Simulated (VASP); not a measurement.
# Ir (P6_3/mmc) in VASP: a series of runs, part 2 of 2

VASP 6.6.1. Earlier steps stand in the parts before.

### 3 Relaxation of shape and atoms at fixed volume, r2SCAN (volume scaled by 1.03)

Input file POSCAR:

```
Ir
1.0
    2.7562353034      0.0000000000      0.0000000000
   -1.3781176517      2.3869697916      0.0000000000
    0.0000000000      0.0000000000      4.4658023801
Ir
2
Direct
    0.6666666667      0.3333333333      0.7500000000
    0.3333333333      0.6666666667      0.2500000000
```

Input file INCAR.step1:

```
SYSTEM = Ir
PREC = Accurate
ENCUT = 600
ISMEAR = 0
SIGMA = 0.1
LREAL = .False.
LASPH = .True.
NELM = 100
GGA = PE
ALGO = Normal
EDIFF = 1E-4
LWAVE = .True.
LCHARG = .False.
```

Input file INCAR.step2:

```
SYSTEM = Ir
PREC = Accurate
ENCUT = 600
EDIFF = 1E-6
ISMEAR = 0
SIGMA = 0.1
LREAL = .False.
LASPH = .True.
NELM = 100
ALGO = Normal
ISIF = 4
LWAVE = .False.
LCHARG = .False.
METAGGA = R2SCAN
LMIXTAU = .True.
IBRION = 2
NSW = 50
EDIFFG = -0.01
ISTART = 1
```

Input file KPOINTS:

```
regular mesh
0
Gamma
  18 18 10
  0 0 0
```

Potentials or basis: VASP PAW PBE potentials, release 64 (Ir).

The run is started by

```bash
$ cat potpaw_PBE.64/Ir/POTCAR > POTCAR
$ cp INCAR.step1 INCAR
$ mpirun -np 1 vasp_std > vasp.out
$ cp INCAR.step2 INCAR
$ mpirun -np 1 vasp_std > vasp.out
```

OUTCAR:

```text
SYSTEM = Ir
   PREC = Accurate
   ENCUT = 600
   EDIFF = 1E-6
   ISMEAR = 0
   LREAL = .False.
   LASPH = .True.
   NELM = 100
   ISIF = 4
   METAGGA = R2SCAN
   IBRION = 2
   NSW = 50
   EDIFFG = -0.01
   ISTART = 1

 ion  position               nearest neighbor table
   1  0.667  0.333  0.750-   2 2.74   2 2.74   2 2.74   2 2.74   2 2.74   2 2.74
   2  0.333  0.667  0.250-   1 2.74   1 2.74   1 2.74   1 2.74   1 2.74   1 2.74

  LATTYP: Found a hexagonal cell.
 ALAT       =     2.7562353034
 C/A-ratio  =     1.6202544008

  Lattice vectors:
[... 569 lines left out ...]
     10      10.3912      0.00000
     11      12.2003      0.00000
     12      15.4239      0.00000
     13      18.0433      0.00000

 [... further k-points ...]
[... 5 lines left out ...]
  --------------------------------------------------------------------------------------
  -------------------------------------------------------------------------------------
  Total       -1.4793914     -1.4793914     -1.5012208     -0.0000000      0.0000000      0.0000000
  in kB      -80.6735135    -80.6735135    -81.8638995     -0.0000000      0.0000000      0.0000000
  external PRESSURE =     -81.0703088 kB  Pullay stress =       0.0000000 kB

 VOLUME and BASIS-vectors are now :
 -----------------------------------------------------------------------------
  energy-cutoff  :      600.00
  volume of cell :       29.38
      direct lattice vectors                 reciprocal lattice vectors
     2.756235303  0.000000000  0.000000000     0.362813726  0.209470602  0.000000000
    -1.378117652  2.386969792  0.000000000     0.000000000  0.418941205  0.000000000
     0.000000000  0.000000000  4.465802380     0.000000000  0.000000000  0.223923926

 POSITION                                       TOTAL-FORCE (eV/Angst)
 -----------------------------------------------------------------------------------
      1.37812      0.79566      3.34935         0.000000     -0.000000      0.000000
     -0.00000      1.59131      1.11645        -0.000000      0.000000      0.000000
 -----------------------------------------------------------------------------------
    total drift:                               -0.000000      0.000000     -0.000000

  FREE ENERGIE OF THE ION-ELECTRON SYSTEM (eV)
  ---------------------------------------------------
  free  energy   TOTEN  =      -104.5451715347 eV

  energy  without entropy=     -104.5348879771  energy(sigma->0) =     -104.54002976

 reached required accuracy - stopping structural energy minimisation
```

OSZICAR.step1:

```text
N       E                     dE             d eps       ncg     rms          rms(c)
DAV:   1     0.164930737184E+03    0.16493E+03   -0.94844E+03  5772   0.156E+03
DAV:   2    -0.112414614650E+02   -0.17617E+03   -0.16288E+03  5907   0.385E+02
DAV:   3    -0.185303090067E+02   -0.72888E+01   -0.67668E+01  7153   0.859E+01
DAV:   4    -0.186701366496E+02   -0.13983E+00   -0.13870E+00  6228   0.115E+01
DAV:   5    -0.186726822070E+02   -0.25456E-02   -0.25451E-02  7061   0.142E+00    0.199E+01
DAV:   6    -0.177338140906E+02    0.93887E+00   -0.15773E+00  6672   0.175E+01    0.814E+00
DAV:   7    -0.175692109535E+02    0.16460E+00   -0.47756E-01  7102   0.923E+00    0.208E+00
DAV:   8    -0.175614318379E+02    0.77791E-02   -0.49164E-03  6045   0.733E-01    0.108E+00
DAV:   9    -0.175575934102E+02    0.38384E-02   -0.48764E-03  6697   0.103E+00    0.329E-02
DAV:  10    -0.175576032820E+02   -0.98718E-05   -0.19365E-05  3286   0.480E-02
   1 F= -.17557603E+02 E0= -.17552221E+02  d E =-.107638E-01
```

Run time: 6.1 min. Hardware: 1 thread of Intel Xeon Platinum 8259CL at 2.50GHz (Skylake/Cascade Lake), shared host; peak memory 0.24 GiB.

What came out:

```yaml
Free_energy: -104.5452 eV
Pressure_after_relaxing: -8.1 GPa
Band_gap_on_the_k_mesh: zero (band 9 reaches 10.59 eV, above the bottom of band 10 at 7.34 eV)
```

Final structure:
```
Ir
1.0
     2.75624    0.00000    0.00000
    -1.37812    2.38697    0.00000
     0.00000    0.00000    4.46580
Ir
2
Direct
  0.66667 0.33333 0.75000
  0.33333 0.66667 0.25000
```

Caveat: the relaxation stopped at its first step, so nothing moved; the PAW data sets were made with another functional, which shifts forces and pressure a little; spin-orbit coupling is left out, which moves the levels of the heavy elements.
